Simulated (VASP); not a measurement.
# Lu (P6_3/mmc) in VASP: notebook, part 2 of 2

VASP 6.6.1. The steps go on from the part before.

## 4. Single point, LDA (28.91 Å³/atom)

This run uses another cell than the first one, of 28.91 Å³/atom.

Contents of INCAR:

```
SYSTEM = Lu
  PREC = Accurate
  ENCUT = 520
  EDIFF = 1E-7
  ISMEAR = -1
  SIGMA = 0.05
  LREAL = .False.
  LASPH = .True.
  NELM = 100
  ALGO = Normal
  ISIF = 2
  LWAVE = .False.
  LCHARG = .True.
  GGA = CA
  LELF = .True.
  LVHAR = .True.
  NBANDS = 32
```

Contents of KPOINTS:

```
regular mesh
0
Gamma
  9 9 5
  0 0 0
```

Contents of POSCAR:

```
Lu
1.0
    3.4795885533      0.0000000000      0.0000000000
   -1.7397942767      3.0134120819      0.0000000000
    0.0000000000      0.0000000000      5.5136445151
Lu
2
Direct
    0.6666666667      0.3333333333      0.7500000000
    0.3333333333      0.6666666667      0.2500000000
```

Potentials or basis: VASP PAW PBE potentials, release 64 (Lu).

Started as:

```bash
cat potpaw_PBE.64/Lu/POTCAR > POTCAR
mpirun -np 1 vasp_std > vasp.out
```

OUTCAR:

```text
SYSTEM = Lu
   PREC = Accurate
   ENCUT = 520
   EDIFF = 1E-7
   ISMEAR = -1
   LREAL = .False.
   LASPH = .True.
   NELM = 100
   ISIF = 2
   GGA = CA

 ion  position               nearest neighbor table
   1  0.667  0.333  0.750-   2 3.41   2 3.41   2 3.41   2 3.41   2 3.41   2 3.41
   2  0.333  0.667  0.250-   1 3.41   1 3.41   1 3.41   1 3.41   1 3.41   1 3.41

  LATTYP: Found a hexagonal cell.
 ALAT       =     3.4795885533
 C/A-ratio  =     1.5845679541

  Lattice vectors:

 A1 = (   3.4795885533,   0.0000000000,   0.0000000000)
 A2 = (  -1.7397942767,   3.0134120819,   0.0000000000)
 A3 = (   0.0000000000,   0.0000000000,   5.5136445151)

Analysis of symmetry for initial positions (statically):
=====================================================================
 Subroutine PRICEL returns:
 Original cell was already a primitive cell.

 Routine SETGRP: Setting up the symmetry group for a
 hexagonal supercell.

 Subroutine GETGRP returns: Found 24 space group operations
 (whereof 12 operations were pure point group operations)
 out of a pool of 24 trial point group operations.

The static configuration has the point symmetry D_3d.
 The point group associated with its full space group is D_6h.

Analysis of symmetry for dynamics (positions and initial velocities):
=====================================================================
 Subroutine PRICEL returns:
 Original cell was already a primitive cell.

 Routine SETGRP: Setting up the symmetry group for a
 hexagonal supercell.

 Subroutine GETGRP returns: Found 24 space group operations
 (whereof 12 operations were pure point group operations)
 out of a pool of 24 trial point group operations.

The dynamic configuration has the point symmetry D_3d.
 The point group associated with its full space group is D_6h.

 Subroutine INISYM returns: Found 24 space group operations
 (whereof 12 operations are pure point group operations),
 and found     1 'primitive' translations

----------------------------------------------------------------------------------------

                                     Primitive cell

  volume of cell :      57.8130

  direct lattice vectors                    reciprocal lattice vectors
     3.479588553  0.000000000  0.000000000     0.287390301  0.165924867  0.000000000
    -1.739794277  3.013412082  0.000000000     0.000000000  0.331849735  0.000000000
     0.000000000  0.000000000  5.513644515     0.000000000  0.000000000  0.181368240

  length of vectors
     3.479588553  3.479588553  5.513644515     0.331849735  0.331849735  0.181368240

  position of ions in fractional coordinates (direct lattice)
     0.666666667  0.333333333  0.750000000
     0.333333333  0.666666667  0.250000000

  ion indices of the primitive-cell ions
   primitive index   ion index
                 1           1
                 2           2

----------------------------------------------------------------------------------------

 KPOINTS: regular mesh

Automatic generation of k-mesh.
 Grid dimensions read from file:
 generate k-points for:    9    9    5

 Generating k-lattice:

  Cartesian coordinates                     Fractional coordinates (reciprocal lattice)
     0.031932256  0.018436096  0.000000000     0.111111111 -0.000000000  0.000000000
     0.000000000  0.036872193  0.000000000     0.000000000  0.111111111  0.000000000
     0.000000000  0.000000000  0.036273648     0.000000000  0.000000000  0.200000000

  Length of vectors
     0.036872193  0.036872193  0.036273648

  Shift w.r.t. Gamma in fractional coordinates (k-lattice)
     0.000000000  0.000000000  0.000000000

 Subroutine IBZKPT returns following result:
 ===========================================

 Found     36 irreducible k-points:

 Following reciprocal coordinates:
            Coordinates               Weight
  0.000000  0.000000  0.000000      1.000000
  0.111111 -0.000000  0.000000      6.000000
  0.222222 -0.000000  0.000000      6.000000
  0.333333 -0.000000  0.000000      6.000000
  0.444444 -0.000000  0.000000      6.000000
  0.111111  0.111111  0.000000      6.000000
[... 16 lines left out ...]
  0.333333  0.222222  0.200000     24.000000
  0.333333  0.333333  0.200000      4.000000
 [... further k-points ...]
   k-points           NKPTS =     36   k-points in BZ     NKDIM =     36   number of bands    NBANDS=     32
   number of dos      NEDOS =    301   number of ions     NIONS =      2
   total plane-waves  NPLWV =  32928
   dimension x,y,z NGX =    28 NGY =   28 NGZ =   42
   dimension x,y,z NGXF=    56 NGYF=   56 NGZF=   84
   ions per type =               2
   NGX,Y,Z   is equivalent  to a cutoff of  13.38, 13.38, 12.66 a.u.
   NGXF,Y,Z  is equivalent  to a cutoff of  26.76, 26.76, 25.33 a.u.
 SYSTEM =  Lu
   PREC   = accura    normal or accurate (medium, high low for compatibility)
   ISTART =      0    job   : 0-new  1-cont  2-samecut
   ICHARG =      2    charge: 1-file 2-atom 10-const
   ISPIN  =      1    spin polarized calculation?
   LNONCOLLINEAR =      F non collinear calculations
   LSORBIT =      F    spin-orbit coupling
   LASPH  =      T    aspherical Exc in radial PAW
   ENCUT  =  520.0 eV  38.22 Ry    6.18 a.u.   6.47  6.47 10.25*2*pi/ulx,y,z
   NELM   =    100;   NELMIN=  2; NELMDL= -5     # of ELM steps
   EDIFF  = 0.1E-06   stopping-criterion for ELM
   LREAL  =      F    real-space projection
   EDIFFG = 0.1E-05   stopping-criterion for IOM
   NSW    =      0    number of steps for IOM
   IBRION =     -1    ionic relax: 0-MD 1-quasi-New 2-CG
   NFREE  =      0    steps in history (QN), initial steepest desc. (CG)
   ISIF   =      2    stress and relaxation
   ISYM   =      2    0-nonsym 1-usesym 2-fastsym
   POTIM  = 0.5000    time-step for ionic-motion
   TEBEG  =    0.0;   TEEND  =   0.0 temperature during run
   PSTRESS=    0.0 pullay stress
   NELECT =      50.0000    total number of electrons
   NUPDOWN=      -1.0000    fix difference up-down
   EMIN   =  10.00;   EMAX   =-10.00  energy-range for DOS
   EFERMI =   0.00;   METHOD = LEGACY
   ISMEAR =    -1;   SIGMA  =   0.05  broadening in eV -4-tet -1-fermi 0-gaus
   EFERMI_NEDOS =   21; number of points for ismear=-14 and -15
   IALGO  =     38    algorithm
   IMIX   =      4    mixing-type and parameters
     AMIX     =   0.40;   BMIX     =  1.00
     AMIX_MAG =   1.60;   BMIX_MAG =  1.00
  volume/ion in A,a.u.               =      28.91       195.07
  Fermi-wavevector in a.u.,A,eV,Ry     =   1.559755  2.947510 33.100747  2.432836
  Thomas-Fermi vector in A             =   2.663067
   LORBIT       =      0    0 simple, 1 ext, 2 COOP (PROOUT), +10 PAW based schemes
   GGA     = CA    functional components
   LHFCALC =     F    Hartree Fock is set to
   AEXX    =    0.0000 exact exchange contribution
   IVDW    =     0    specifies the selected vdW correction
   LEPSILON=     F    determine dielectric tensor
   LRPA    =     F    only Hartree local field effects (RPA)
 non-spin polarized calculation
  energy-cutoff  :      520.00
  volume of cell :       57.81
 maximum number of plane-waves:      1581
 NGX is ok and might be reduce to    28
   NGX = 13   NGY = 13   NGZ = 21

 number of electron      49.9999995 magnetization

 Free energy of the ion-electron system (eV)
  ---------------------------------------------------
  ext. energy  EPLUGINS =         0.00000000
  ---------------------------------------------------
  free energy    TOTEN  =       -10.30958951 eV

  energy without entropy =      -10.27952422  energy(sigma->0) =      -10.29455687

 E-fermi :   1.9597     XC(G=0): -11.0131

 val. band max:        1.9355161931   @ k =   0.3333  -0.0000   0.4000
 cond. band min:       1.9635122714   @ k =   0.4444   0.1111   0.4000
 fundamental gap:      0.0279960783
 Fermi energy:         1.9596818135

 k-point     1 :       0.0000    0.0000    0.0000
  band No.  band energies     occupation
      1     -53.9435      2.00000
      2     -53.9072      2.00000
      3     -25.0846      2.00000
      4     -24.6364      2.00000
      5     -24.6364      2.00000
      6     -24.5536      2.00000
[... 24 lines left out ...]
     31       5.3672      0.00000
     32       5.3672      0.00000
[... 774 lines left out ...]
      2     -53.9047      2.00000
      3     -24.9157      2.00000
      4     -24.9083      2.00000
      5     -24.9083      2.00000
      6     -24.7736      2.00000
[... 24 lines left out ...]
     31       7.3640      0.00000
     32       7.3752      0.00000

 [... further k-points ...]

------------------------ aborting loop because EDIFF is reached ----------------------------------------

  FORCE on cell =-STRESS in cart. coord.  units (eV):
  Direction    XX          YY          ZZ          XY          YZ          ZX
  --------------------------------------------------------------------------------------
  -------------------------------------------------------------------------------------
  Total       -1.5234506     -1.5234506     -2.0017484      0.0000000      0.0000000      0.0000000
  in kB      -42.2195671    -42.2195671    -55.4746902      0.0000000      0.0000000      0.0000000
  external PRESSURE =     -46.6379415 kB  Pullay stress =       0.0000000 kB

 VOLUME and BASIS-vectors are now :
 -----------------------------------------------------------------------------
  energy-cutoff  :      520.00
  volume of cell :       57.81
      direct lattice vectors                 reciprocal lattice vectors
     3.479588553  0.000000000  0.000000000     0.287390301  0.165924867  0.000000000
    -1.739794277  3.013412082  0.000000000     0.000000000  0.331849735  0.000000000
     0.000000000  0.000000000  5.513644515     0.000000000  0.000000000  0.181368240

 POSITION                                       TOTAL-FORCE (eV/Angst)
 -----------------------------------------------------------------------------------
      1.73979      1.00447      4.13523        -0.000000      0.000000      0.000000
     -0.00000      2.00894      1.37841         0.000000      0.000000      0.000000
 -----------------------------------------------------------------------------------
    total drift:                               -0.000000      0.000000     -0.000000

  FREE ENERGIE OF THE ION-ELECTRON SYSTEM (eV)
  ---------------------------------------------------
  free  energy   TOTEN  =       -10.3095895142 eV

  energy  without entropy=      -10.2795242212  energy(sigma->0) =      -10.29455687
```

stdout:

```text
POSCAR found type information on POSCAR Lu
 POSCAR found :  1 types and       2 ions
 scaLAPACK will be used
 -----------------------------------------------------------------------------
|                                                                             |
|                                                                             |
|     You enforced a specific xc type in the INCAR file but a different       |
|     I HOPE YOU KNOW WHAT YOU ARE DOING!                                     |
|                                                                             |
 -----------------------------------------------------------------------------

 LDA part: xc-table for (Slater(with rela. corr.)+CA(PZ))
 , standard interpolation
 POSCAR, INCAR and KPOINTS ok, starting setup
 FFT: planning ... GRIDC
 FFT: planning ... GRID_SOFT
 FFT: planning ... GRID
 WAVECAR not read
 entering main loop
```

It took 1.8 min on 1 thread of Intel Xeon 8259CL, shared host; peak memory 0.19 GiB.

What came out:

```
Free energy            : -10.3096 eV
Pressure               : -4.7 GPa
Band gap on the k mesh : zero (bands 25 and 26 overlap by 1.39 eV)
```

Stress tensor (GPa, compression positive):
```
-4.22  0.00  0.00
 0.00 -4.22  0.00
 0.00  0.00 -5.55
```

Caveat: the cell stands under tension; the PAW data sets were made with another functional, which shifts forces and pressure a little; spin-orbit coupling is left out, which moves the levels of the heavy elements.

## 5. Single point, LDA (29.50 Å³/atom)

This run uses another cell than the first one, of 29.50 Å³/atom.

Contents of INCAR:

```
PREC     = Accurate       # precision mode
ENCUT    = 520            # plane-wave cutoff, eV
EDIFF    = 1E-6           # SCF threshold, eV
ISMEAR   = -1             # smearing method
SIGMA    = 0.05           # smearing width, eV
LREAL    = False          # projectors in reciprocal space
LASPH    = True           # aspherical terms in the spheres
NELM     = 80             # most SCF steps
ALGO     = Normal         # electronic algorithm
ISIF     = 2              # what is computed and relaxed
LWAVE    = False          # write WAVECAR
LCHARG   = True           # write CHGCAR
GGA      = CA             # functional
LELF     = True           # ELF
LVHAR    = True         
NBANDS   = 32             # bands
```

Contents of KPOINTS:

```
regular mesh
0
Gamma
  9 9 5
```

Contents of POSCAR:

```
Lu
1.0
    3.5031000000      0.0000000000      0.0000000000
   -1.7515500000      3.0337735920      0.0000000000
    0.0000000000      0.0000000000      5.5509000000
Lu
2
Direct
    0.6666666667      0.3333333333      0.7500000000
    0.3333333333      0.6666666667      0.2500000000
```

Started as:

```bash
cat potpaw_PBE.64/Lu/POTCAR > POTCAR
mpirun -np 1 vasp_std > vasp.out
```

Wall time 1.9 min (1 thread of Intel Xeon 8259CL, shared host); peak memory 0.19 GiB.

The run converged. Its results:

```yaml
Free_energy: -10.2731 eV
Pressure: -5.4 GPa
Band_gap_on_the_k_mesh: zero (bands 25 and 26 overlap by 1.38 eV)
```

Stress tensor (GPa, compression positive):
```
-4.97  0.00  0.00
 0.00 -4.97  0.00
 0.00  0.00 -6.22
```

Levels at points of the mesh, in eV from the Fermi level:
| k point | band 21 | band 22 | band 23 | band 24 | band 25 | band 26 | band 27 | band 28 | band 29 | band 30 |
| --- | --- | --- | --- | --- | --- | --- | --- | --- | --- | --- |
| (0.00, 0.00, 0.00) | -4.98 | -4.97 | -4.96 | -2.44 | 0.66 | 2.09 | 2.09 | 2.35 | 2.77 | 2.77 |

Caveat: the cell stands under tension; the PAW data sets were made with another functional, which shifts forces and pressure a little; spin-orbit coupling is left out, which moves the levels of the heavy elements.

## 6. Summary

```csv
cell,gap on the mesh (eV),pressure (GPa)
"a = 3.432, b = 3.432, c = 5.438 Å, angles 90.0, 90.0, 120.0°, 2 atoms",none,-3.0
"a = 3.456, b = 3.456, c = 5.476 Å, angles 90.0, 90.0, 120.0°, 2 atoms",none,-3.9
"a = 3.480, b = 3.480, c = 5.514 Å, angles 90.0, 90.0, 120.0°, 2 atoms",none,-4.7
"a = 3.503, b = 3.503, c = 5.551 Å, angles 90.0, 90.0, 120.0°, 2 atoms",none,-5.4
```

Alike in all rows: task single point; level LDA; potentials or basis VASP PAW PBE potentials, release 64 (Lu); no spin polarisation; k mesh 9 × 9 × 5; cutoff (eV) 520; smearing fermi-dirac 0.05 eV.

Caveats: the PAW data sets were made with another functional, which shifts forces and pressure a little; spin-orbit coupling is left out, which moves the levels of the heavy elements; the cell stands under tension (at least some runs).

Absolute energies hang on the potentials; compare differences alone.
